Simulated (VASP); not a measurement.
Here is a VASP 6.6.1 calculation.

The input INCAR:

```
PREC = Accurate
ENCUT = 600
EDIFF = 1E-6
ISMEAR = -1
SIGMA = 0.05
LREAL = False
LASPH = True
NELM = 60
ALGO = Normal
ISIF = 3
LWAVE = False
LCHARG = False
GGA = PS
IBRION = 2
NSW = 100
EDIFFG = -0.003
```

The input KPOINTS:

```
regular mesh
0
Gamma
  11 11 11
```

File POSCAR:

```
As
1.0
    1.8807968987      1.0858785957      3.5140619945
   -1.8807968987      1.0858785957      3.5140619945
    0.0000000000     -2.1717571915      3.5140619945
As
2
Direct
    0.7740000000      0.7740000000      0.7740000000
    0.2260000000      0.2260000000      0.2260000000
```

Potentials or basis: VASP PAW PBE potentials, release 64 (As).

The run is started by

```bash
$ cat potpaw_PBE.64/As/POTCAR > POTCAR
$ mpirun -np 1 vasp_std > vasp.out
```

Q: Predict the relaxed volume.

A: 20.90 Å³/atom.

Q: Estimate the relaxed cell.

A: a = 4.012 Å, b = 4.012 Å, c = 4.012 Å, α = 56.36°, β = 56.36°, γ = 56.36°.

Forces in eV/Å, atoms in the order of the input:
```
As   0.000  0.000  0.002
As   0.000  0.000 -0.002
```

Caveat: the PAW data sets were made with another functional, which shifts forces and pressure a little.
